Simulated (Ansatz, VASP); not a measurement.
# Rh in VASP and in Ansatz

INCAR

```
SYSTEM = Rh
ALGO = Fast ; EDIFF = 1E-6
ENCUT = 520 ; GGA = PS
ISIF = 2 ; ISMEAR = 0
LASPH = .True. ; LCHARG = .False.
LREAL = .False. ; LWAVE = .False.
NBANDS = 14 ; NELM = 100
PREC = Accurate ; SIGMA = 0.1
```

File KPOINTS:

```
k-points
0
Gamma
  18 18 18
  0 0 0
```

File POSCAR:

```
Rh
1.0
    0.0000000000      1.9270580875      1.9270580875
    1.9270580875      0.0000000000      1.9270580875
    1.9270580875      1.9270580875      0.0000000000
Rh
1
Direct
    0.0000000000      0.0000000000      0.0000000000
```

Input for Ansatz:

```yaml
crystal:
  lattice:
    - [0.0, 1.9270580874, 1.9270580874]
    - [1.9270580874, 0.0, 1.9270580874]
    - [1.9270580874, 1.9270580874, 0.0]
  atoms:
    - { symbol: Rh, position: [0.0, 0.0, 0.0] }
basis:
  ecutwfc: 420
kpoints:
  mp_grid: { grid: [18, 18, 18] }
hamiltonian:
  xc: pbesol
scf:
  occupations: { method: gaussian, width: 0.1 }
output:
  forces: true
  stress: true
  eigenvalues: true
  write_density: true
  write_potential: true
  elf: true
  volumetric_format: npy
```

Alike in both runs: task single point; functional PBEsol; k mesh 18 × 18 × 18; occupations gaussian, width 0.1 eV; no spin polarisation.

|  | VASP | Ansatz |
| --- | --- | --- |
| version | VASP 6.6.1 | Ansatz 0.2.0 |
| potentials or method | VASP PAW PBE potentials, release 64 (Rh_pv), cutoff 520 eV | scalar-relativistic, plane waves, PAW |
| valence electrons in the cell | 15 | 17 |

|  | VASP | Ansatz | Ansatz less VASP |
| --- | --- | --- | --- |
| gap on the k mesh at the Fermi level (eV) | none | none | - |
| pressure (GPa) | -14.9 | -14.8 | +0.12 |

VASP's potentials were made for PBE, not for PBEsol. A gap of «none» marks a metal or a gap that the smearing closes. VASP's potentials hold 15 valence electrons a cell and Ansatz's 17, so a difference there can come from the potentials and not from the codes.
